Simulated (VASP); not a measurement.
A run of VASP 6.6.1:

The input POSCAR:

```
K
1.0
   -2.6699463634      2.6699463634      2.6699463634
    2.6699463634     -2.6699463634      2.6699463634
    2.6699463634      2.6699463634     -2.6699463634
K
1
Direct
    0.0000000000      0.0000000000      0.0000000000
```

Contents of INCAR.step1:

```
PREC = Accurate ; ENCUT = 520
ISMEAR = -1 ; SIGMA = 0.03
LREAL = F ; LASPH = T
NELM = 60 ; NBANDS = 10
GGA = PE ; ALGO = Normal
EDIFF = 1E-4 ; LWAVE = T
LCHARG = F
```

File INCAR.step2:

```
PREC = Accurate ; ENCUT = 520
EDIFF = 1E-7 ; ISMEAR = -1
SIGMA = 0.03 ; LREAL = F
LASPH = T ; NELM = 60
ALGO = Normal ; ISIF = 2
LWAVE = F ; LCHARG = F
METAGGA = R2SCAN ; LMIXTAU = T
NBANDS = 10 ; ISTART = 1
```

File KPOINTS:

```
regular mesh
0
Gamma
  8 8 8
```

Potentials or basis: VASP PAW PBE potentials, release 64 (K_sv).

Launch:

```bash
$ cat potpaw_PBE.64/K_sv/POTCAR > POTCAR
$ cp INCAR.step1 INCAR
$ mpirun -np 1 vasp_std > vasp.out
$ cp INCAR.step2 INCAR
$ mpirun -np 1 vasp_std > vasp.out
```

Hardware: 1 thread of Intel Xeon 6975P-C, with other jobs on the host.

How long does it take, and how much memory?

Wall time 89 s on 1 thread of Intel Xeon 6975P-C (shared host), peak memory 0.21 GiB. Counts: k points 29.
